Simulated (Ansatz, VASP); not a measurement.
## Two plane-wave programs on Ti

INCAR

```
PREC = Accurate
ENCUT = 520
EDIFF = 1E-7
ISMEAR = 0
SIGMA = 0.15
LREAL = F
LASPH = T
NELM = 100
ALGO = Fast
ISIF = 2
LWAVE = F
LCHARG = T
GGA = PS
LELF = T
LVHAR = T
NBANDS = 12
```

File KPOINTS:

```
regular mesh
0
Gamma
  20 20 20
```

Contents of POSCAR:

```
Ti
1.0
    0.0000000000      2.1112000000      1.9488000000
    2.1112000000      0.0000000000      1.9488000000
    2.1112000000      2.1112000000      0.0000000000
Ti
1
Direct
    0.0000000000      0.0000000000      0.0000000000
```

Input for Ansatz:

```yaml
crystal:
  lattice:
    - [0.0, 2.1112, 1.9488]
    - [2.1112, 0.0, 1.9488]
    - [2.1112, 2.1112, 0.0]
  atoms:
    - { symbol: Ti, position: [0.0, 0.0, 0.0] }
basis:
  ecutwfc: 420
kpoints:
  mp_grid: { grid: [20, 20, 20] }
hamiltonian:
  xc: pbesol
scf:
  occupations: { method: gaussian, width: 0.15 }
output:
  forces: true
  stress: true
  eigenvalues: true
```

Change from the starting cell: strain +0.040 along x and y, -0.040 along z, atoms carried along.

Alike in both runs: task single point; functional PBEsol; k mesh 20 × 20 × 20; occupations gaussian, width 0.15 eV; no spin polarisation.

|  | VASP | Ansatz |
| --- | --- | --- |
| version | VASP 6.6.1 | Ansatz 0.2.0 |
| potentials or method | VASP PAW PBE potentials, release 64 (Ti_sv), cutoff 520 eV | scalar-relativistic, plane waves, PAW |
| valence electrons in the cell | 12 | 12 |

|  | VASP | Ansatz | Ansatz less VASP |
| --- | --- | --- | --- |
| gap on the k mesh at the Fermi level (eV) | none | none | - |
| pressure (GPa) | -4.5 | -4.3 | +0.22 |
| traceless stress, the component that is largest in VASP (GPa) | 1.63 | 1.63 | -0.004 |

VASP's potentials were made for PBE, not for PBEsol. A gap of «none» marks a metal or a gap that the smearing closes.
